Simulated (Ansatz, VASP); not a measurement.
SnO2 in VASP and in Ansatz

```xyz
12
Lattice="3.2373 1.8691 4.2908 -3.2373 1.8691 4.2908 0.0000 -3.7382 4.2908" Properties=species:S:1:pos:R:3 pbc="T T T"
Sn   -0.0058   -0.0034   11.1319
Sn   -0.0058   -1.8724    6.8412
Sn   -1.6245    0.9312    6.8412
Sn    1.6128    0.9312    6.8412
O    -1.5671   -0.9048    5.8506
O     1.6701   -0.9048    5.8507
O     0.0515    1.8987    5.8507
O    -0.0083   -0.0048    7.8317
O     0.0515    0.0297    1.5600
O    -0.0082   -1.8738    3.5407
O    -1.6269    0.9298    3.5407
O     1.6105    0.9298    3.5408
```

Change from the starting cell: mode 20 frozen in at +0.025 Å and mode 26 at +0.035 Å (largest displacements).

Alike in both runs: task single point; functional PBE; dispersion D3(BJ); k mesh 6 × 6 × 6; occupations gaussian, width 0.05 eV; no spin polarisation.

```csv
,VASP,Ansatz
version,VASP 6.6.1,Ansatz 0.2.0
potentials or method,"VASP PAW PBE potentials, release 64 (Sn_d, O), cutoff 520 eV","scalar-relativistic, plane waves, PAW"
valence electrons in the cell,104,104
```

Ansatz gave:

- gap on the k mesh at the Fermi level (eV): 1.57
- least direct gap on the mesh (eV): 1.57
- pressure (GPa): 0.3
- traceless stress, the component that is largest in VASP (GPa): 2.47
- rms of the force components (eV/Å): 0.244

Estimate VASP's values.

gap on the k mesh at the Fermi level (eV): 1.55; least direct gap on the mesh (eV): 1.55; pressure (GPa): 0.9; traceless stress, the component that is largest in VASP (GPa): 2.51; rms of the force components (eV/Å): 0.252.

Atom by atom the forces differ by 0.027 eV/Å (rms over components).
